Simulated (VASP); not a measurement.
Here is a VASP 6.6.1 calculation.

File INCAR:

```
SYSTEM = TaGe3Ru
ALGO     = Normal         ! electronic algorithm
EDIFF    = 1E-6           ! SCF threshold, eV
ENCUT    = 520            ! plane-wave cutoff, eV
GGA      = PE             ! functional
ISIF     = 2              ! what is computed and relaxed
ISMEAR   = 0              ! smearing method
LASPH    = .True.         ! aspherical terms in the spheres
LCHARG   = .False.        ! write CHGCAR
LREAL    = .False.        ! projectors in reciprocal space
LWAVE    = .False.        ! write WAVECAR
NBANDS   = 42             ! bands
NELM     = 80             ! most SCF steps
PREC     = Accurate       ! precision mode
SIGMA    = 0.1            ! smearing width, eV
```

The input KPOINTS:

```
k-points
0
Gamma
  6 6 4
  0 0 0
```

POSCAR

```
TaGe3Ru
1.0
    5.3604250057      0.0000000031      0.0000000000
   -2.6802125056      4.6422642285      0.0000000000
    0.0000000000      0.0000000000      4.7785661166
Ta Ge Ru
1 3 1
Direct
    0.0000000000      0.0000000000      0.5000000000
    0.5000000000      0.0000000000      0.0000000000
    0.0000000000      0.5000000000      0.0000000000
    0.5000000000      0.5000000000      0.0000000000
    0.0000000000      0.0000000000      0.0000000000
```

Potentials or basis: VASP PAW PBE potentials, release 64 (Ta_pv, Ge_d, Ru_pv).

The run is started by

```console
$ cat potpaw_PBE.64/Ta_pv/POTCAR potpaw_PBE.64/Ge_d/POTCAR potpaw_PBE.64/Ru_pv/POTCAR > POTCAR
$ mpirun -np 1 vasp_std > vasp.out
```

Problem. Estimate the pressure.

Solution. 0.4 GPa.

Problem. What does it give for the band gap on the k mesh?

Solution. Zero (an odd number of electrons rules out a gap without spin polarisation).

Stress tensor (GPa, compression positive):
```
0.34 0.00 0.00
0.00 0.34 0.00
0.00 0.00 0.52
```

Caveat: spin-orbit coupling is left out, which moves the levels of the heavy elements.
